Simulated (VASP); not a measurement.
Write the native input for VASP 6.6.1 that does the following.

- Task: single point
- Functional: PBEsol
- Potentials or basis: VASP PAW PBE potentials, release 64 (Zn, S)
- Cutoff: 500 eV
- k mesh: 6 × 6 × 6
- Occupations: gaussian, width 0.01 eV
- Spin: no spin polarisation
- Dipole correction: no
- Further INCAR settings: ALGO = Normal; EDIFF = 1e-06; NBANDS = 36

The structure of ZnS lies in POSCAR:

```
ZnS
1.0
    1.9030700000      1.0987379768      9.3519466667
   -1.9030700000      1.0987379768      9.3519466667
    0.0000000000     -2.1974759536      9.3519466667
Zn S
3 3
Direct
    0.9999666667      0.9999666667      0.9999666667
    0.2222700000      0.2222700000      0.2222700000
    0.4446133333      0.4446133333      0.4446133333
    0.0832700000      0.0832700000      0.0832700000
    0.5278433333      0.5278433333      0.5278433333
    0.3053600000      0.3053600000      0.3053600000
```

One way to write it, as run:

INCAR

```
PREC = Accurate
ENCUT = 500
EDIFF = 1E-6
ISMEAR = 0
SIGMA = 0.01
LREAL = F
LASPH = T
NELM = 120
ALGO = Normal
ISIF = 2
LWAVE = F
LCHARG = F
GGA = PS
NBANDS = 36
GGA_COMPAT = F
```

KPOINTS

```
Automatic mesh
0
Gamma
  6 6 6
```

Potentials or basis: VASP PAW PBE potentials, release 64 (Zn, S).

Command:

```bash
$ cat potpaw_PBE.64/Zn/POTCAR potpaw_PBE.64/S/POTCAR > POTCAR
$ mpirun -np 1 vasp_std > vasp.out
```

Results of the run:

```
Pressure               : -1.1 GPa
Largest force          : 0.009 eV/Å
Band gap on the k mesh : 2.06 eV
```

Caveat: the PAW data sets were made with another functional, which shifts forces and pressure a little.

It took 16 min on 1 thread of AMD EPYC 7R43 64-Core Processor (Zen 3), with other jobs on the host, peak memory 0.61 GiB.
